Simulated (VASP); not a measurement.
Input of a VASP 6.6.1 run:

The input INCAR:

```
ALGO = Normal ; EDIFF = 1E-7
ENCUT = 520 ; GGA = PE
ISIF = 2 ; ISMEAR = 0
LASPH = True ; LCHARG = True
LELF = True ; LREAL = False
LVHAR = True ; LWAVE = False
NBANDS = 11 ; NELM = 60
PREC = Accurate ; SIGMA = 0.01
```

The input KPOINTS:

```
k-points
0
Gamma
  6 6 6
```

The input POSCAR:

```
MgO
1.0
    0.0000000000      2.1366359233      2.1366359233
    2.1366359233      0.0000000000      2.1366359233
    2.1366359233      2.1366359233      0.0000000000
Mg O
1 1
Direct
    0.0000000000      0.0000000000      0.0000000000
    0.5000000000      0.5000000000      0.5000000000
```

Potentials or basis: VASP PAW PBE potentials, release 64 (Mg, O).

Run with:

```bash
$ cat potpaw_PBE.64/Mg/POTCAR potpaw_PBE.64/O/POTCAR > POTCAR
$ mpirun -np 1 vasp_std > vasp.out
```

(1) Estimate the pressure.

(2) Predict the band gap on the k mesh.

Results:

(1) -2.7 GPa.

(2) 4.32 eV, direct.

Caveat: the k points lie up to 0.42 Å⁻¹ apart.
